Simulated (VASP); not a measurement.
Wanted: the native input for a VASP 6.6.1 run.

- Task: single point
- Functional: PBE
- Potentials or basis: VASP PAW PBE potentials, release 64 (Al, As)
- Cutoff: 520 eV
- k mesh: 6 × 6 × 4
- Occupations: gaussian, width 0.1 eV
- Spin: no spin polarisation
- Dipole correction: no
- Further INCAR settings: ALGO = Fast; EDIFF = 1e-06; NBANDS = 12

The structure of Al2As lies in POSCAR:

```
Al2As
1.0
    3.3206535950      0.0000000000      0.0000000000
    0.0000000000      3.3206535950      0.0000000000
    0.0000000000      0.0000000000      5.3863491756
Al As
2 1
Direct
    0.0000000000      0.0000000000      0.6183323230
    0.5000000000      0.5000000000      0.3340166782
    0.0000000000      0.0000000000      0.0922209088
```

One way to write it, as run:

INCAR

```
SYSTEM = Al2As
PREC = Accurate
ENCUT = 520
EDIFF = 1E-6
ISMEAR = 0
SIGMA = 0.1
LREAL = .FALSE.
LASPH = .TRUE.
NELM = 100
ALGO = Fast
ISIF = 2
LWAVE = .FALSE.
LCHARG = .FALSE.
GGA = PE
NBANDS = 12
```

KPOINTS

```
regular mesh
0
G
  6 6 4
  0 0 0
```

Potentials or basis: VASP PAW PBE potentials, release 64 (Al, As).

Run with:

```sh
$ cat potpaw_PBE.64/Al/POTCAR potpaw_PBE.64/As/POTCAR > POTCAR
$ mpirun -np 1 vasp_std > vasp.out
```

It gave:

```
Pressure      : 0.1 GPa
Largest force : 0.026 eV/Å
```

Run time: 22 s on 1 thread of AMD EPYC 7R43 64-Core Processor (Zen 3) (shared host), peak memory 0.14 GiB.
